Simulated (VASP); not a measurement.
# Au (P2_1/m) in VASP: single point with r2SCAN

Aim: the single point of Au with r2SCAN.

Everything below comes from runs of VASP 6.6.1. Logs are shortened: lines on timing, memory, paths and dates and some standing lists are left out, and cuts for length are marked.

**1. The cell of the first run**

It takes space group P2_1/m (No. 11, monoclinic). Conventional cell: a = 2.900 Å, b = 4.880 Å, c = 2.900 Å, α = 90.00°, β = 120.00°, γ = 90.00°. Within 3.8 Å of Au (site symmetry m) lie 12 Au at 2.85 to 3.04 Å.

**2. Single point, r2SCAN (atom 1 (Au) moved by (-0.200, +0.000) A along [1 1 0] and z)**

POSCAR reads:

```
Au
1.0
    2.8999984104      0.0000000000      0.0000000000
   -1.4499992052      2.5114722944      0.0000000000
    0.0000000000      0.0000000000      4.8800000000
Au
2
Direct
    0.2564122517      0.6103565268      0.7500000000
    0.6666666667      0.3333333333      0.2500000000
```

INCAR.step1 reads:

```
PREC = Accurate
ENCUT = 550
ISMEAR = 0
SIGMA = 0.15
LREAL = F
LASPH = T
NELM = 120
NBANDS = 18
GGA = PE
ALGO = Normal
EDIFF = 1E-5
LWAVE = T
LCHARG = F
GGA_COMPAT = F
```

INCAR.step2 reads:

```
PREC = Accurate
ENCUT = 550
EDIFF = 1E-6
ISMEAR = 0
SIGMA = 0.15
LREAL = F
LASPH = T
NELM = 120
ALGO = Normal
ISIF = 2
LWAVE = F
LCHARG = T
METAGGA = R2SCAN
LMIXTAU = T
LELF = T
LVHAR = T
NBANDS = 18
ISTART = 1
GGA_COMPAT = F
```

KPOINTS reads:

```
regular mesh
0
Gamma
  18 18 10
```

Potentials or basis: VASP PAW PBE potentials, release 64 (Au).

Started as:

```sh
$ cat potpaw_PBE.64/Au/POTCAR > POTCAR
$ cp INCAR.step1 INCAR
$ mpirun -np 1 vasp_std > vasp.out
$ cp INCAR.step2 INCAR
$ mpirun -np 1 vasp_std > vasp.out
```

OUTCAR:

```text
PREC = Accurate
   ENCUT = 550
   EDIFF = 1E-6
   ISMEAR = 0
   LREAL = F
   LASPH = T
   NELM = 120
   ISIF = 2
   METAGGA = R2SCAN
   ISTART = 1

 ion  position               nearest neighbor table
   1  0.256  0.610  0.750-   2 2.85   2 2.85   2 3.00   2 3.00   2 3.04   2 3.04
   2  0.667  0.333  0.250-   1 2.85   1 2.85   1 3.00   1 3.00   1 3.04   1 3.04

  LATTYP: Found a hexagonal cell.
 ALAT       =     2.8999984104
 C/A-ratio  =     1.6827595431

  Lattice vectors:

 A1 = (   2.8999984104,   0.0000000000,   0.0000000000)
 A2 = (  -1.4499992052,   2.5114722944,   0.0000000000)
 A3 = (   0.0000000000,   0.0000000000,   4.8800000000)

Analysis of symmetry for initial positions (statically):
=====================================================================
 Subroutine PRICEL returns:
 Original cell was already a primitive cell.

 Routine SETGRP: Setting up the symmetry group for a
 hexagonal supercell.

 Subroutine GETGRP returns: Found  4 space group operations
 (whereof  1 operations were pure point group operations)
 out of a pool of 24 trial point group operations.

The static configuration has the point symmetry C_1 .
 The point group associated with its full space group is C_2h.

Analysis of symmetry for dynamics (positions and initial velocities):
=====================================================================
 Subroutine PRICEL returns:
 Original cell was already a primitive cell.

 Routine SETGRP: Setting up the symmetry group for a
 hexagonal supercell.

 Subroutine GETGRP returns: Found  4 space group operations
 (whereof  1 operations were pure point group operations)
 out of a pool of 24 trial point group operations.

The dynamic configuration has the point symmetry C_1 .
 The point group associated with its full space group is C_2h.

 Subroutine INISYM returns: Found  4 space group operations
 (whereof  1 operations are pure point group operations),
 and found     1 'primitive' translations

----------------------------------------------------------------------------------------

                                     Primitive cell

  volume of cell :      35.5423

  direct lattice vectors                    reciprocal lattice vectors
     2.899998410  0.000000000  0.000000000     0.344827775  0.199086409  0.000000000
    -1.449999205  2.511472294  0.000000000     0.000000000  0.398172818  0.000000000
     0.000000000  0.000000000  4.880000000     0.000000000  0.000000000  0.204918033

[... 82 lines left out ...]
   NELM   =    120;   NELMIN=  2; NELMDL=  0     # of ELM steps
   EDIFF  = 0.1E-05   stopping-criterion for ELM
   LREAL  =      F    real-space projection
   EDIFFG = 0.1E-04   stopping-criterion for IOM
   NSW    =      0    number of steps for IOM
   IBRION =     -1    ionic relax: 0-MD 1-quasi-New 2-CG
   NFREE  =      0    steps in history (QN), initial steepest desc. (CG)
   ISIF   =      2    stress and relaxation
   ISYM   =      2    0-nonsym 1-usesym 2-fastsym
   POTIM  = 0.5000    time-step for ionic-motion
   TEBEG  =    0.0;   TEEND  =   0.0 temperature during run
   PSTRESS=    0.0 pullay stress
   NELECT =      22.0000    total number of electrons
   NUPDOWN=      -1.0000    fix difference up-down
   EMIN   =  10.00;   EMAX   =-10.00  energy-range for DOS
   EFERMI =   0.00;   METHOD = LEGACY
   ISMEAR =     0;   SIGMA  =   0.15  broadening in eV -4-tet -1-fermi 0-gaus
   EFERMI_NEDOS =   21; number of points for ismear=-14 and -15
   IALGO  =     38    algorithm
   IMIX   =      4    mixing-type and parameters
     AMIX     =   0.40;   BMIX     =  1.00
     AMIX_MAG =   1.60;   BMIX_MAG =  1.00
  volume/ion in A,a.u.               =      17.77       119.93
  Fermi-wavevector in a.u.,A,eV,Ry     =   1.395191  2.636529 26.484537  1.946559
  Thomas-Fermi vector in A             =   2.518667
   LORBIT       =      0    0 simple, 1 ext, 2 COOP (PROOUT), +10 PAW based schemes
   METAGGA = R2SCAN    functional components
   LHFCALC =     F    Hartree Fock is set to
   AEXX    =    0.0000 exact exchange contribution
   IVDW    =     0    specifies the selected vdW correction
   LEPSILON=     F    determine dielectric tensor
   LRPA    =     F    only Hartree local field effects (RPA)
 non-spin polarized calculation
 Gauss-broadening in eV      SIGMA  =   0.15
  energy-cutoff  :      550.00
  volume of cell :       35.54
 maximum number of plane-waves:      1065
 NGX is ok and might be reduce to    24
   NGX = 11   NGY = 11   NGZ = 19

 number of electron      22.0000000 magnetization

 Free energy of the ion-electron system (eV)
  ---------------------------------------------------
  ext. energy  EPLUGINS =         0.00000000
  ---------------------------------------------------
  free energy    TOTEN  =      -101.16468254 eV

  energy without entropy =     -101.15644302  energy(sigma->0) =     -101.16056278

 E-fermi :   8.6309     XC(G=0): -13.3254

 val. band max:        8.6284728618   @ k =   0.0556   0.4444  -0.2000
 cond. band min:       8.6314621976   @ k =  -0.0556   0.5000   0.1000
 fundamental gap:      0.0029893358
 Fermi energy:         8.6309148784

 k-point     1 :       0.0000    0.0000    0.0000
  band No.  band energies     occupation
      1      -0.9915      2.00000
      2       1.3505      2.00000
      3       3.6191      2.00000
      4       3.9817      2.00000
      5       4.0829      2.00000
      6       4.2465      2.00000
[... 481 lines left out ...]
      5       4.3283      2.00000
      6       4.5418      2.00000
[... 10 lines left out ...]
     17      21.6058      0.00000
     18      24.4232      0.00000

 [... further k-points ...]

------------------------ aborting loop because EDIFF is reached ----------------------------------------

  FORCE on cell =-STRESS in cart. coord.  units (eV):
  Direction    XX          YY          ZZ          XY          YZ          ZX
  --------------------------------------------------------------------------------------
  -------------------------------------------------------------------------------------
  Total       -0.2085426     -0.3215543     -0.0617085      0.0712770      0.0000000      0.0000000
  in kB       -9.4006808    -14.4950233     -2.7816945      3.2130252      0.0000000      0.0000000
  external PRESSURE =      -8.8924662 kB  Pullay stress =       0.0000000 kB

 VOLUME and BASIS-vectors are now :
 -----------------------------------------------------------------------------
  energy-cutoff  :      550.00
  volume of cell :       35.54
      direct lattice vectors                 reciprocal lattice vectors
     2.899998410  0.000000000  0.000000000     0.344827775  0.199086409  0.000000000
    -1.449999205  2.511472294  0.000000000     0.000000000  0.398172818  0.000000000
     0.000000000  0.000000000  4.880000000     0.000000000  0.000000000  0.204918033

 POSITION                                       TOTAL-FORCE (eV/Angst)
 -----------------------------------------------------------------------------------
     -0.14142      1.53289      3.66000         0.106773      0.056488      0.000000
      1.45000      0.83716      1.22000        -0.106773     -0.056488      0.000000
 -----------------------------------------------------------------------------------
    total drift:                                0.000002      0.000003      0.000000

  FREE ENERGIE OF THE ION-ELECTRON SYSTEM (eV)
  ---------------------------------------------------
  free  energy   TOTEN  =      -101.1646825377 eV

  energy  without entropy=     -101.1564430186  energy(sigma->0) =     -101.16056278
```

OUTCAR.step1:

```text
PREC = Accurate
   ENCUT = 550
   ISMEAR = 0
   LREAL = F
   LASPH = T
[... 728 lines left out ...]
 -----------------------------------------------------------------------------------
     -0.14142      1.53289      3.66000         0.120192      0.066611      0.000000
      1.45000      0.83716      1.22000        -0.120192     -0.066611      0.000000
 -----------------------------------------------------------------------------------
    total drift:                                0.000002      0.000003      0.000000

  FREE ENERGIE OF THE ION-ELECTRON SYSTEM (eV)
  ---------------------------------------------------
  free  energy   TOTEN  =        -6.4140524823 eV

  energy  without entropy=       -6.4045997909  energy(sigma->0) =       -6.40932614
```

OSZICAR.step1:

```text
N       E                     dE             d eps       ncg     rms          rms(c)
DAV:   1     0.127194814165E+03    0.12719E+03   -0.12101E+04 35440   0.124E+03
DAV:   2    -0.480161153741E+01   -0.13200E+03   -0.12586E+03 37442   0.266E+02
DAV:   3    -0.693792613180E+01   -0.21363E+01   -0.21238E+01 41386   0.342E+01
DAV:   4    -0.694727495399E+01   -0.93488E-02   -0.93477E-02 38930   0.237E+00
DAV:   5    -0.694736230375E+01   -0.87350E-04   -0.87350E-04 39008   0.246E-01    0.117E+01
DAV:   6    -0.644904714490E+01    0.49832E+00   -0.95848E-01 36678   0.896E+00    0.762E+00
DAV:   7    -0.641784629013E+01    0.31201E-01   -0.90528E-02 39048   0.273E+00    0.335E+00
DAV:   8    -0.641406058288E+01    0.37857E-02   -0.70763E-03 36914   0.673E-01    0.331E-01
DAV:   9    -0.641403787512E+01    0.22708E-04   -0.34201E-05 39572   0.498E-02    0.219E-02
DAV:  10    -0.641405278926E+01   -0.14914E-04   -0.84675E-06 29342   0.268E-02    0.717E-03
DAV:  11    -0.641405248229E+01    0.30697E-06   -0.45744E-07 18304   0.564E-03
   1 F= -.64140525E+01 E0= -.64093261E+01  d E =-.945269E-02
```

Wall time 34 min (1 thread of Oxide Virtual Turin-like, shared host); peak memory 0.6 GiB.

Results:

```
Free energy            : -101.1647 eV
Pressure               : -0.9 GPa
Largest force          : 0.121 eV/Å
Band gap on the k mesh : zero (bands 11 and 12 overlap by 6.87 eV)
```

Forces on the atoms (eV/Å):
```
Au   0.107  0.056  0.000
Au  -0.107 -0.056  0.000
```

Caveat: the cell differs from its parent crystal (atom 1 (Au) moved by (-0.200, +0.000) A along [1 1 0] and z); the PAW data sets were made with another functional, which shifts forces and pressure a little; spin-orbit coupling is left out, which moves the levels of the heavy elements.
